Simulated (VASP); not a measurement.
Lu: single point with PBEsol

Lu:

```
Lu
1.0
     0.00000    2.32327    2.32327
     2.32327    0.00000    2.32327
     2.32327    2.32327    0.00000
Lu
1
Direct
  0.00000 0.00000 0.00000
```

This isn't the form of Lu at room conditions, which is hcp.

| Item | Value |
| --- | --- |
| Program | VASP 6.6.1 |
| Task | single point |
| Functional | PBEsol |
| Potentials or basis | VASP PAW PBE potentials, release 64 (Lu) |
| Cutoff | 520 eV |
| k mesh | 13 × 13 × 13 |
| Occupations | fermi-dirac, width 0.1 eV |
| Spin | no spin polarisation |
| Dipole correction | no |
| Further INCAR settings | ALGO = Normal; EDIFF = 1e-06; NBANDS = 18 |

```yaml
Pressure: 4.7 GPa
Band_gap_on_the_k_mesh: zero (an odd number of electrons rules out a gap without spin polarisation)
```

Levels at points of the mesh, in eV from the Fermi level:
| k point | band 8 | band 9 | band 10 | band 11 | band 12 | band 13 | band 14 | band 15 | band 16 | band 17 |
| --- | --- | --- | --- | --- | --- | --- | --- | --- | --- | --- |
| (0.00, 0.00, 0.00) | -4.73 | -4.73 | -4.62 | -4.62 | -4.62 | 2.37 | 2.37 | 2.37 | 5.19 | 5.19 |

Wall time 17 s on 1 thread of Intel(R) Xeon(R) Platinum 8375C CPU @ 2.90GHz (Ice Lake), on a shared host, peak memory 0.17 GiB.

Caveat: the cell stands under pressure; the PAW data sets were made with another functional, which shifts forces and pressure a little; spin-orbit coupling is left out, which moves the levels of the heavy elements.
